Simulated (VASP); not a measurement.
# Cl in VASP: notebook

Cl is run at these levels: PBE; tasks: single point, relaxation of the atoms, molecular dynamics.

Program: VASP 6.6.1. These are calculated values, not measurements. Logs are shortened: lines on timing, memory, paths and dates and some standing lists are left out, and cuts for length are marked.

### 1 The cell of the first run

The cell holds a disordered packing, 20 atoms: a = 8.434 Å, b = 8.434 Å, c = 8.434 Å, α = 90.00°, β = 90.00°, γ = 90.00°.

### 2 Single point, PBE

The input, INCAR:

```
PREC = Accurate
ENCUT = 520
EDIFF = 1E-6
ISMEAR = -1
SIGMA = 0.05
LREAL = Auto
LASPH = True
NELM = 80
ALGO = Normal
ISIF = 2
LWAVE = False
LCHARG = False
GGA = PE
NBANDS = 86
```

The input, KPOINTS:

```
regular mesh
0
Gamma
  1 1 1
```

The input, POSCAR:

```
Cl
1.0
    8.4343270000      0.0000000000      0.0000000000
    0.0000000000      8.4343270000      0.0000000000
    0.0000000000      0.0000000000      8.4343270000
Cl
20
Direct
    0.7195476296      0.4098133734      0.8799279421
    0.7767069026      0.4746911046      0.6580608032
    0.4671860600      0.8635662336      0.6729760418
    0.5445721988      0.7297084877      0.8664710296
    0.2104732245      0.0404893005     -0.0142987105
   -0.0109315183      0.1233411984      0.0287989783
    0.2443585600      0.4576535864      0.4142950588
    0.2961232117      0.4381143866      0.1793978346
    0.8808053091      1.0701031629      0.7089718006
    0.8826311809      1.0587803864      0.4761968560
    0.5915469011      0.6682098050      0.2444889794
    0.6752761661      0.4550214854      0.2603882918
    0.2282814029      0.4232347169      0.7806313414
    0.1164052568      0.6177374911      0.8601160472
    0.6487298868      0.0398490597      0.2584794258
    0.5979493088      0.0627910206      0.0097695999
    0.2442637095      0.1250247945      0.4146863170
    0.2878830759     -0.1152196257      0.3934753775
   -0.0580129274      0.6580608032      0.4524842350
   -0.0131130794      0.6930724882      0.2080545371
```

Potentials or basis: VASP PAW PBE potentials, release 64 (Cl).

The run is started by

```
cat potpaw_PBE.64/Cl/POTCAR > POTCAR
mpirun -np 1 vasp_gam > vasp.out
```

OUTCAR:

```text
PREC = Accurate
   ENCUT = 520
   EDIFF = 1E-6
   ISMEAR = -1
   LREAL = Auto
   LASPH = True
   NELM = 80
   ISIF = 2
   GGA = PE

 ion  position               nearest neighbor table
   1  0.720  0.410  0.880-   2 2.01
   2  0.777  0.475  0.658-   1 2.01
   3  0.467  0.864  0.673-   4 2.09
   4  0.545  0.730  0.866-   3 2.09
   5  0.210  0.040  0.986-   6 2.03
   6  0.989  0.123  0.029-   5 2.03
[... 12 lines left out ...]
  19  0.942  0.658  0.452-  20 2.12
  20  0.987  0.693  0.208-  19 2.12

  LATTYP: Found a simple cubic cell.
 ALAT       =     8.4343270000

  Lattice vectors:

 A1 = (   8.4343270000,   0.0000000000,   0.0000000000)
 A2 = (   0.0000000000,   8.4343270000,   0.0000000000)
 A3 = (   0.0000000000,   0.0000000000,   8.4343270000)

Analysis of symmetry for initial positions (statically):
=====================================================================
 Subroutine PRICEL returns:
 Original cell was already a primitive cell.

 Routine SETGRP: Setting up the symmetry group for a
 simple cubic supercell.

 Subroutine GETGRP returns: Found  1 space group operations
 (whereof  1 operations were pure point group operations)
 out of a pool of 48 trial point group operations.

The static configuration has the point symmetry C_1 .

Analysis of symmetry for dynamics (positions and initial velocities):
=====================================================================
 Subroutine PRICEL returns:
 Original cell was already a primitive cell.

 Routine SETGRP: Setting up the symmetry group for a
 simple cubic supercell.

 Subroutine GETGRP returns: Found  1 space group operations
 (whereof  1 operations were pure point group operations)
 out of a pool of 48 trial point group operations.

The dynamic configuration has the point symmetry C_1 .

 Subroutine INISYM returns: Found  1 space group operations
 (whereof  1 operations are pure point group operations),
 and found     1 'primitive' translations

----------------------------------------------------------------------------------------

                                     Primitive cell

  volume of cell :     600.0001

  direct lattice vectors                    reciprocal lattice vectors
     8.434327000  0.000000000  0.000000000     0.118563105  0.000000000  0.000000000
     0.000000000  8.434327000  0.000000000     0.000000000  0.118563105  0.000000000
     0.000000000  0.000000000  8.434327000     0.000000000  0.000000000  0.118563105

  length of vectors
     8.434327000  8.434327000  8.434327000     0.118563105  0.118563105  0.118563105

  position of ions in fractional coordinates (direct lattice)
     0.719547630  0.409813373  0.879927942
     0.776706903  0.474691105  0.658060803
     0.467186060  0.863566234  0.672976042
     0.544572199  0.729708488  0.866471030
     0.210473224  0.040489300  0.985701289
     0.989068482  0.123341198  0.028798978
[... 12 lines left out ...]
     0.941987073  0.658060803  0.452484235
     0.986886921  0.693072488  0.208054537

  ion indices of the primitive-cell ions
   primitive index   ion index
                 1           1
                 2           2
                 3           3
                 4           4
                 5           5
                 6           6
[... 12 lines left out ...]
                19          19
                20          20

----------------------------------------------------------------------------------------

 KPOINTS: regular mesh

Automatic generation of k-mesh.
 Grid dimensions read from file:
 generate k-points for:    1    1    1

 Generating k-lattice:

  Cartesian coordinates                     Fractional coordinates (reciprocal lattice)
     0.118563105  0.000000000  0.000000000     1.000000000  0.000000000  0.000000000
     0.000000000  0.118563105  0.000000000     0.000000000  1.000000000  0.000000000
     0.000000000  0.000000000  0.118563105     0.000000000  0.000000000  1.000000000

  Length of vectors
     0.118563105  0.118563105  0.118563105

  Shift w.r.t. Gamma in fractional coordinates (k-lattice)
     0.000000000  0.000000000  0.000000000

 Subroutine IBZKPT returns following result:
 ===========================================

 Found      1 irreducible k-points:

 Following reciprocal coordinates:
            Coordinates               Weight
  0.000000  0.000000  0.000000      1.000000
   k-points           NKPTS =      1   k-points in BZ     NKDIM =      1   number of bands    NBANDS=     86
   number of dos      NEDOS =    301   number of ions     NIONS =     20
   total plane-waves  NPLWV = 262144
   dimension x,y,z NGX =    64 NGY =   64 NGZ =   64
   dimension x,y,z NGXF=   128 NGYF=  128 NGZF=  128
   ions per type =              20
   NGX,Y,Z   is equivalent  to a cutoff of  12.61, 12.61, 12.61 a.u.
   NGXF,Y,Z  is equivalent  to a cutoff of  25.23, 25.23, 25.23 a.u.
 SYSTEM =  unknown system
   PREC   = accura    normal or accurate (medium, high low for compatibility)
   ISTART =      0    job   : 0-new  1-cont  2-samecut
   ICHARG =      2    charge: 1-file 2-atom 10-const
   ISPIN  =      1    spin polarized calculation?
   LNONCOLLINEAR =      F non collinear calculations
   LSORBIT =      F    spin-orbit coupling
   LASPH  =      T    aspherical Exc in radial PAW
   ENCUT  =  520.0 eV  38.22 Ry    6.18 a.u.  15.68 15.68 15.68*2*pi/ulx,y,z
   NELM   =     80;   NELMIN=  2; NELMDL= -5     # of ELM steps
   EDIFF  = 0.1E-05   stopping-criterion for ELM
   LREAL  =      T    real-space projection
   EDIFFG = 0.1E-04   stopping-criterion for IOM
   NSW    =      0    number of steps for IOM
   IBRION =     -1    ionic relax: 0-MD 1-quasi-New 2-CG
   NFREE  =      0    steps in history (QN), initial steepest desc. (CG)
   ISIF   =      2    stress and relaxation
   ISYM   =      2    0-nonsym 1-usesym 2-fastsym
   POTIM  = 0.5000    time-step for ionic-motion
   TEBEG  =    0.0;   TEEND  =   0.0 temperature during run
   PSTRESS=    0.0 pullay stress
   NELECT =     140.0000    total number of electrons
   NUPDOWN=      -1.0000    fix difference up-down
   EMIN   =  10.00;   EMAX   =-10.00  energy-range for DOS
   EFERMI =   0.00;   METHOD = LEGACY
   ISMEAR =    -1;   SIGMA  =   0.05  broadening in eV -4-tet -1-fermi 0-gaus
   EFERMI_NEDOS =   21; number of points for ismear=-14 and -15
   IALGO  =     38    algorithm
   IMIX   =      4    mixing-type and parameters
     AMIX     =   0.40;   BMIX     =  1.00
     AMIX_MAG =   1.60;   BMIX_MAG =  1.00
  volume/ion in A,a.u.               =      30.00       202.45
  Fermi-wavevector in a.u.,A,eV,Ry     =   1.007860  1.904580 13.820563  1.015783
  Thomas-Fermi vector in A             =   2.140692
   LORBIT       =      0    0 simple, 1 ext, 2 COOP (PROOUT), +10 PAW based schemes
   GGA     = PE    functional components
   LHFCALC =     F    Hartree Fock is set to
   AEXX    =    0.0000 exact exchange contribution
   IVDW    =     0    specifies the selected vdW correction
   LEPSILON=     F    determine dielectric tensor
   LRPA    =     F    only Hartree local field effects (RPA)
 non-spin polarized calculation
  energy-cutoff  :      520.00
  volume of cell :      600.00
 maximum number of plane-waves:      8068
 NGX is ok and might be reduce to    64
   NGX = 31   NGY = 31   NGZ = 31

 number of electron     139.9999989 magnetization

 Free energy of the ion-electron system (eV)
  ---------------------------------------------------
  ext. energy  EPLUGINS =         0.00000000
  ---------------------------------------------------
  free energy    TOTEN  =       -35.42697932 eV

  energy without entropy =      -35.42697856  energy(sigma->0) =      -35.42697894

 E-fermi :   0.3441     XC(G=0):  -7.4933

 val. band max:       -0.4213493804   @ k =   0.0000   0.0000   0.0000
 cond. band min:       1.1183633258   @ k =   0.0000   0.0000   0.0000
 fundamental gap:      1.5397127061
 Fermi energy:         0.3440857773

 k-point     1 :       0.0000    0.0000    0.0000
  band No.  band energies     occupation
      1     -17.8086      2.00000
      2     -17.6968      2.00000
      3     -17.6732      2.00000
      4     -17.2976      2.00000
      5     -17.2300      2.00000
      6     -17.2100      2.00000
[... 74 lines left out ...]
     81       5.7443      0.00000
     82       7.1880      0.00000
 [bands above 82 left out]

------------------------ aborting loop because EDIFF is reached ----------------------------------------

  FORCE on cell =-STRESS in cart. coord.  units (eV):
  Direction    XX          YY          ZZ          XY          YZ          ZX
  --------------------------------------------------------------------------------------
  -------------------------------------------------------------------------------------
  Total        7.4176150      5.6088748     -1.2118117     -0.3566480      0.4529647      1.3621874
  in kB       19.8072220     14.9773515     -3.2358950     -0.9523556      1.2095494      3.6374424
  external PRESSURE =      10.5162262 kB  Pullay stress =       0.0000000 kB

 VOLUME and BASIS-vectors are now :
 -----------------------------------------------------------------------------
  energy-cutoff  :      520.00
  volume of cell :      600.00
      direct lattice vectors                 reciprocal lattice vectors
     8.434327000  0.000000000  0.000000000     0.118563105  0.000000000  0.000000000
     0.000000000  8.434327000  0.000000000     0.000000000  0.118563105  0.000000000
     0.000000000  0.000000000  8.434327000     0.000000000  0.000000000  0.118563105

 POSITION                                       TOTAL-FORCE (eV/Angst)
 -----------------------------------------------------------------------------------
      6.06890      3.45650      7.42160         0.091849      0.018955      0.223256
      6.55100      4.00370      5.55030        -0.197244     -0.121425     -0.224737
      3.94040      7.28360      5.67610         0.356703     -0.816817      0.914714
      4.59310      6.15460      7.30810        -0.329202      0.430792     -0.780999
      1.77520      0.34150      8.31373        -0.145887      0.187146      0.074371
      8.34213      1.04030      0.24290         0.182560     -0.332190      0.048733
[... 12 lines left out ...]
      7.94503      5.55030      3.81640         0.054835      0.547760     -1.051091
      8.32373      5.84560      1.75480        -0.202281     -0.142786      1.247235
 -----------------------------------------------------------------------------------
    total drift:                               -0.000850     -0.004350      0.003597

  FREE ENERGIE OF THE ION-ELECTRON SYSTEM (eV)
  ---------------------------------------------------
  free  energy   TOTEN  =       -35.4269793212 eV

  energy  without entropy=      -35.4269785642  energy(sigma->0) =      -35.42697894
```

Run time: 86 s. Hardware: 1 thread of Intel Xeon Platinum 8375C at 2.90GHz (Ice Lake), shared host; peak memory 0.51 GiB.

What came out:

| Property | Result |
| --- | --- |
| Free energy | -35.4270 eV |
| Pressure | 1.1 GPa |
| Largest force | 1.632 eV/Å |

Forces in eV/Å, atoms in the order of the input:
```
Cl   0.092  0.019  0.223
Cl  -0.197 -0.121 -0.225
Cl   0.357 -0.817  0.915
Cl  -0.329  0.431 -0.781
Cl  -0.146  0.187  0.074
Cl   0.183 -0.332  0.049
Cl   0.526 -0.200 -0.352
Cl  -0.342 -0.238  0.026
Cl   0.108 -0.048  0.782
Cl  -0.542  0.007 -0.779
Cl  -0.185  1.293 -0.007
Cl   0.285 -1.606  0.056
Cl  -0.001  0.232  0.257
Cl   0.044  0.031 -0.322
Cl   0.000  0.331 -1.091
Cl   0.149  0.264  1.084
Cl   0.458 -0.306  0.010
Cl  -0.311  0.470 -0.116
Cl   0.055  0.548 -1.051
Cl  -0.202 -0.143  1.247
```

Stress tensor (GPa, compression positive):
```
 1.98 -0.10  0.36
-0.10  1.50  0.12
 0.36  0.12 -0.32
```

Levels at points of the mesh, in eV from the Fermi level:
```
           k point  band 68  band 69  band 70  band 71  band 72  band 73
(0.00, 0.00, 0.00)    -1.04    -0.99    -0.77     0.77     0.85     1.33
```

Caveat: the k points lie up to 0.74 Å⁻¹ apart; the atoms stand as in a frame of molecular dynamics.

### 3 Relaxation of the atoms, PBE

INCAR, as its differences from that of step 2:

```diff
@@ -7,3 +7,3 @@
 LASPH = True
-NELM = 80
+NELM = 60
 ALGO = Normal
@@ -13,2 +13,4 @@
 GGA = PE
-NBANDS = 86
+IBRION = 2
+NSW = 35
+EDIFFG = -0.3
```

The input, KPOINTS:

```
Automatic mesh
0
Gamma
  1 1 1
```

The input, POSCAR:

```
Cl
1.0
    8.4343270000      0.0000000000      0.0000000000
    0.0000000000      8.4343270000      0.0000000000
    0.0000000000      0.0000000000      8.4343270000
Cl
20
Direct
    0.6488205000      0.3777224000      0.9269240000
    0.7791476000      0.5045678000      0.7719879000
    0.3598174000      0.8223657000      0.6573754000
    0.4784783000      0.7775822000      0.8598455000
    0.1816741000     -0.0264115000      0.0168043000
   -0.0166469000      0.1016446000      0.0535532000
    0.3386206000      0.4830696000      0.4530497000
    0.3231872000      0.3659227000      0.2453998000
    0.9140359000      0.9673385000      0.6485209000
    0.8555800000      0.9867794000      0.4176853000
    0.7293579000      0.5791352000      0.2793316000
    0.6831164000      0.3474958000      0.3151784000
    0.2529627000      0.5208025000      0.7465227000
    0.0799258000      0.6510464000      0.8473932000
    0.5878671000     -0.0176541000      0.2484546000
    0.5685221000      0.0456030000      0.0188802000
    0.2472376000      0.1212136000      0.4392841000
    0.2087224000     -0.1024058000      0.3645111000
    0.0094612000      0.4197396000      0.4791401000
    0.0096615000      0.4221485000      0.2402380000
```

Potentials or basis: VASP PAW PBE potentials, release 64 (Cl).

The run is started by

```
cat potpaw_PBE.64/Cl/POTCAR > POTCAR
mpirun -np 1 vasp_gam > vasp.out
```

Wall time 19 min (1 thread of Intel Xeon Platinum 8375C at 2.90GHz (Ice Lake), shared host); peak memory 0.57 GiB.

The run converged. Its results:

- Free energy: -34.8722 eV
- Energy gained by relaxing: 173.3 meV/atom
- Ionic steps: 20
- Pressure after relaxing: 2.2 GPa
- Largest force after relaxing: 0.293 eV/Å

Forces in eV/Å, atoms in the order of the input:
```
Cl   0.028 -0.033  0.224
Cl   0.020 -0.064 -0.054
Cl  -0.086  0.023 -0.016
Cl   0.022 -0.122  0.034
Cl   0.085  0.027  0.103
Cl   0.079 -0.041  0.039
Cl  -0.138  0.139  0.008
Cl  -0.051  0.026  0.166
Cl  -0.189  0.095 -0.093
Cl   0.067 -0.025  0.001
Cl  -0.211  0.022  0.042
Cl  -0.063 -0.068 -0.118
Cl   0.091  0.014 -0.070
Cl  -0.177  0.042 -0.034
Cl  -0.019 -0.132  0.119
Cl   0.126  0.109 -0.164
Cl   0.106  0.089 -0.021
Cl   0.055 -0.130  0.071
Cl   0.043  0.105 -0.046
Cl   0.211 -0.074 -0.190
```

Stress tensor (GPa, compression positive):
```
 3.98 -0.12 -0.04
-0.12  0.71  0.04
-0.04  0.04  1.83
```

Step by step:
| step | energy change (eV) | largest force (eV/Å) | pressure (GPa) |
| --- | --- | --- | --- |
| 1 | 0.0000 | 2.5016 | 4.48 |
| 2 | -0.9220 | 1.6226 | 4.77 |
| 3 | -1.3010 | 2.3093 | 5.53 |
| 4 | -1.8036 | 0.9979 | 4.42 |
| 5 | -2.0688 | 0.9610 | 2.98 |
| 6 | -2.1878 | 0.8432 | 2.93 |
| 7 | -2.4252 | 0.5976 | 2.79 |
| 8 | -2.3811 | 1.2602 | 2.65 |
| 9 | -2.4899 | 0.8167 | 2.71 |
| 10 | -2.6568 | 0.6655 | 2.75 |
| 11 | -2.7316 | 0.9683 | 2.86 |
| 12 | -2.8943 | 0.7269 | 2.67 |
| 13 | -3.1061 | 0.7954 | 2.18 |
| 14 | -3.2043 | 0.4837 | 2.32 |
| 15 | -3.2183 | 0.5968 | 2.42 |
| 16 | -3.3136 | 0.4257 | 2.20 |
| 17 | -3.3521 | 0.4389 | 1.97 |
| 18 | -3.4015 | 0.3945 | 2.20 |
| 19 | -3.4017 | 0.4383 | 2.22 |
| 20 | -3.4664 | 0.2932 | 2.17 |

Final structure:
```yaml
crystal:
  lattice:
    - [8.43433, 0.00000, 0.00000]
    - [0.00000, 8.43433, 0.00000]
    - [0.00000, 0.00000, 8.43433]
  atoms:
    - { symbol: Cl, position: [0.67370, 0.38769, 0.90795] }
    - { symbol: Cl, position: [0.73880, 0.48556, 0.70389] }
    - { symbol: Cl, position: [0.43202, 0.80466, 0.66604] }
    - { symbol: Cl, position: [0.50736, 0.75032, 0.88442] }
    - { symbol: Cl, position: [0.19502, 0.03900, 0.98707] }
    - { symbol: Cl, position: [0.95926, 0.06177, 0.02905] }
    - { symbol: Cl, position: [0.33434, 0.47870, 0.38725] }
    - { symbol: Cl, position: [0.35793, 0.44829, 0.15203] }
    - { symbol: Cl, position: [0.90500, 0.98313, 0.69931] }
    - { symbol: Cl, position: [0.81966, 0.98254, 0.47583] }
    - { symbol: Cl, position: [0.67763, 0.59281, 0.30452] }
    - { symbol: Cl, position: [0.66921, 0.35555, 0.33688] }
    - { symbol: Cl, position: [0.21505, 0.41067, 0.82350] }
    - { symbol: Cl, position: [0.11815, 0.62050, 0.87340] }
    - { symbol: Cl, position: [0.58747, 0.96361, 0.23444] }
    - { symbol: Cl, position: [0.59349, 0.08896, 0.03207] }
    - { symbol: Cl, position: [0.23531, 0.11302, 0.42044] }
    - { symbol: Cl, position: [0.22781, 0.87679, 0.38529] }
    - { symbol: Cl, position: [0.98764, 0.44032, 0.48065] }
    - { symbol: Cl, position: [0.00470, 0.46381, 0.24603] }
```

Levels at points of the mesh, in eV from the Fermi level:
| k point | band 66 | band 67 | band 68 | band 69 | band 70 | band 71 | band 72 | band 73 | band 74 | band 75 |
| --- | --- | --- | --- | --- | --- | --- | --- | --- | --- | --- |
| (0.00, 0.00, 0.00) | -1.25 | -1.19 | -1.16 | -1.13 | -0.87 | 0.87 | 1.36 | 1.41 | 1.58 | 1.59 |

Caveat: the k points lie up to 0.74 Å⁻¹ apart; the relaxation stopped at a loose force limit of 0.3 eV/Å, so its end isn't a converged minimum.

(Continued in part 2 of 2.)
